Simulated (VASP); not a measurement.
The system is BeS.

```
CELL_PARAMETERS angstrom
0.00000 2.40996 2.40996
2.40996 0.00000 2.40996
2.40996 2.40996 0.00000
ATOMIC_POSITIONS crystal
Be 0.00000 0.00000 0.00000
S 0.25000 0.25000 0.25000
```

This cell differs from its parent crystal: strain -1.0%.

Base run:

* Program: VASP 6.6.1
* Functional: PBE
* Potentials or basis: VASP PAW PBE potentials, release 64 (Be, S)
* Cutoff: 520 eV
* k mesh: 6 × 6 × 6
* Occupations: gaussian, width 0.01 eV
* Spin: no spin polarisation

Its results: band gap on the k mesh 3.07 eV, indirect (least direct gap 5.66 eV); pressure 3.5 GPa.

Task: The run is repeated on the same cell with these changes: functional from PBE to r2SCAN; k mesh from 6 × 6 × 6 to 10 × 10 × 10. What comes out?

Result: Band gap on the k mesh 3.53 eV, indirect (least direct gap 6.25 eV); pressure 3.4 GPa.

Several settings changed at once, so the effect can't be laid on one alone.

Caveats: the PAW data sets were made with another functional, which shifts forces and pressure a little (some runs).

A k mesh can miss the band edges.
